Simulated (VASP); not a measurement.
Here is a VASP 6.6.1 calculation.

Contents of POSCAR:

```
V
1.0
   -1.4540202952      1.4540202952      1.4540202952
    1.4540202952     -1.4540202952      1.4540202952
    1.4540202952      1.4540202952     -1.4540202952
V
1
Direct
    0.0000000000      0.0000000000      0.0000000000
```

INCAR.step1

```
ALGO = Normal
EDIFF = 1E-5
ENCUT = 520
GGA = PE
ISIF = 2
ISMEAR = -1
LASPH = True
LCHARG = False
LREAL = False
LWAVE = True
NBANDS = 12
NELM = 80
PREC = Accurate
SIGMA = 0.1
```

Contents of INCAR.step2:

```
ALGO = Normal
EDIFF = 1E-6
ENCUT = 520
GGA = PE
HFSCREEN = 0.2079
ISIF = 2
ISMEAR = -1
ISTART = 1
LASPH = True
LCHARG = False
LHFCALC = True
LREAL = False
LWAVE = False
NBANDS = 12
NELM = 80
PREC = Accurate
PRECFOCK = Normal
SIGMA = 0.1
```

KPOINTS

```
k-points
0
Gamma
  6 6 6
```

Potentials or basis: VASP PAW PBE potentials, release 64 (V_sv).

The run is started by

```console
$ cat potpaw_PBE.64/V_sv/POTCAR > POTCAR
$ cp INCAR.step1 INCAR
$ mpirun -np 1 vasp_std > vasp.out
$ cp INCAR.step2 INCAR
$ mpirun -np 1 vasp_std > vasp.out
```

What does it give for the band gap on the k mesh?

Zero (an odd number of electrons rules out a gap without spin polarisation).

Predict the pressure.

17.4 GPa.

Caveat: the k points lie up to 0.51 Å⁻¹ apart, too coarse for converged energies and pressures of a metal; the PAW data sets were made with another functional, which shifts forces and pressure a little.
